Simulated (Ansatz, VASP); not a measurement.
Si: VASP beside Ansatz

Contents of INCAR:

```
  ALGO = Normal
  EDIFF = 1E-8
  ENCUT = 520
  GGA = PE
  ISIF = 2
  ISMEAR = -1
  LASPH = T
  LCHARG = F
  LEFG = T
  LREAL = F
  LWAVE = F
  NBANDS = 11
  NELM = 100
  PREC = Accurate
  SIGMA = 0.05
```

Contents of KPOINTS:

```
k-points
0
Gamma
  16 16 16
```

Contents of POSCAR:

```
Si
1.0
   -2.2696041495      2.3880752679      1.2855376680
    2.2696041495     -2.3880752679      1.2855376680
    2.2696041495      2.3880752679     -1.2855376680
Si
2
Direct
    0.8070000000      0.5570000000      0.2500000000
    0.1930000000      0.4430000000      0.7500000000
```

Input for Ansatz:

```yaml
crystal:
  lattice:
    - [-2.2696041495, 2.3880752679, 1.285537668]
    - [2.2696041495, -2.3880752679, 1.285537668]
    - [2.2696041495, 2.3880752679, -1.285537668]
  atoms:
    - { symbol: Si, position: [0.807, 0.557, 0.25] }
    - { symbol: Si, position: [0.193, 0.443, 0.75] }
kpoints:
  mp_grid: { grid: [16, 16, 16] }
scf:
  occupations: { method: fermi_dirac, width: 0.05 }
hamiltonian:
  xc: pbe
  pseudopotentials: { kind: paw }
output:
  forces: true
  stress: true
  eigenvalues: true
  efg: { contact_densities: true }
```

Change from the starting cell: volume scaled by 1.025, PAW files.

Alike in both runs: task electric field gradients; functional PBE; k mesh 16 × 16 × 16; occupations fermi-dirac, width 0.05 eV; no spin polarisation.

|  | VASP | Ansatz |
| --- | --- | --- |
| version | VASP 6.6.1 | Ansatz 0.2.0 |
| potentials or method | VASP PAW PBE potentials, release 64 (Si) | PAW with Ansatz's default frozen-core files, scalar-relativistic |
| plane-wave cutoff (eV) | 520 | 420 |
| valence electrons in the cell | 8 | 8 |

|  | VASP | Ansatz | Ansatz less VASP |
| --- | --- | --- | --- |
| pressure (GPa) | 11.6 | 11.7 | +0.08 |
| traceless stress, the component that is largest in VASP (GPa) | 1.27 | 1.29 | +0.012 |
| rms of the force components (eV/Å) | 0.012 | 0.011 | -0.0015 |
| size of Vzz on the site where it differs most (V/Å²) | 25.7 | 25.5 | -0.18 |

Atom by atom the forces differ by 0.002 eV/Å (rms over components). With one functional, cell and mesh, what is left measures potentials, basis and numerics.
